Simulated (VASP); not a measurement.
Set up this calculation in VASP 6.6.1, as the native input.

```
Task                   : relaxation of shape and atoms at fixed volume
Functional             : PBE
Potentials or basis    : VASP PAW PBE potentials, release 64 (Mg, Pb_d, N)
Cutoff                 : 600 eV
k mesh                 : 6 × 6 × 2
Occupations            : gaussian, width 0.01 eV
Spin                   : no spin polarisation
Dipole correction      : no
Further INCAR settings : ALGO = Normal; EDIFF = 1e-06; IBRION = 2; EDIFFG = -0.05; NSW = 50; ISIF = 4
```

The structure of MgPb2N2 lies in POSCAR:

```
MgPb2N2
1.0
    3.3917440000      0.0000000000      0.0000000000
   -1.6958720000      2.9373370000      0.0000000000
    0.0000000000      0.0000000000      9.2349600000
Mg Pb N
1 2 2
Direct
    0.0000000000      0.0000000000      0.0000000000
    0.6666666667      0.3333333333      0.2865500000
    0.3333333333      0.6666666667      0.7134500000
    0.6666666667      0.3333333333      0.8618210000
    0.3333333333      0.6666666667      0.1381790000
```

These files were run (other wordings do the same):

INCAR

```
SYSTEM = MgPb2N2
PREC = Accurate
ENCUT = 600
EDIFF = 1E-6
ISMEAR = 0
SIGMA = 0.01
LREAL = .FALSE.
LASPH = .TRUE.
NELM = 80
ALGO = Normal
ISIF = 4
LWAVE = .FALSE.
LCHARG = .FALSE.
GGA = PE
IBRION = 2
NSW = 50
EDIFFG = -0.05
```

KPOINTS

```
Automatic mesh
0
G
  6 6 2
  0 0 0
```

Potentials or basis: VASP PAW PBE potentials, release 64 (Mg, Pb_d, N).

Launch:

```sh
$ cat potpaw_PBE.64/Mg/POTCAR potpaw_PBE.64/Pb_d/POTCAR potpaw_PBE.64/N/POTCAR > POTCAR
$ mpirun -np 1 vasp_std > vasp.out
```

It gave:

* Pressure after relaxing: -0.3 GPa
* Largest force after relaxing: 0.032 eV/Å
* Band gap on the k mesh: 0.61 eV

Caveat: the relaxation stopped at its first step, so nothing moved; spin-orbit coupling is left out, which moves the levels of the heavy elements; the relaxation stopped at a loose force limit of 0.05 eV/Å, so its end isn't a converged minimum.

Wall time 43 s on 1 thread of Intel(R) Xeon(R) Platinum 8259CL CPU @ 2.50GHz (Skylake/Cascade Lake) (shared host), peak memory 0.25 GiB.
